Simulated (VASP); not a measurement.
Input of a VASP 6.6.1 run:

INCAR

```
PREC = Accurate
ENCUT = 600
EDIFF = 1E-7
ISMEAR = -1
SIGMA = 0.08
LREAL = False
LASPH = True
NELM = 60
ALGO = Normal
ISIF = 3
LWAVE = False
LCHARG = False
GGA = PE
IBRION = 2
NSW = 60
EDIFFG = -0.005
PSTRESS = -33.0
```

File KPOINTS:

```
Automatic mesh
0
Gamma
  16 16 16
```

File POSCAR:

```
Nb
1.0
    0.0000000000      2.1242736809      2.1242736809
    2.1242736809      0.0000000000      2.1242736809
    2.1242736809      2.1242736809      0.0000000000
Nb
1
Direct
    0.0000000000      0.0000000000      0.0000000000
```

Potentials or basis: VASP PAW PBE potentials, release 64 (Nb_sv).

The run is started by

```bash
$ cat potpaw_PBE.64/Nb_sv/POTCAR > POTCAR
$ mpirun -np 1 vasp_std > vasp.out
```

What does it give for the space group after relaxing (to 0.05 Å)?

Fm-3m (No. 225).

Estimate the relaxed volume.

19.13 Å³/atom.

Predict the relaxed cell.

a = 3.002 Å, b = 3.002 Å, c = 3.002 Å, α = 60.00°, β = 60.00°, γ = 60.00°.

Step by step:
```csv
step,energy change (eV),largest force (eV/Å),pressure (GPa),volume (Å³)
1,0.0000,0.0000,-3.59,19.17
2,-0.0019,0.0000,-2.82,19.07
3,-0.0008,0.0000,-3.30,19.13
```

Caveat: the cell is relaxed towards a set pressure, so the enthalpy falls and the energy may rise.
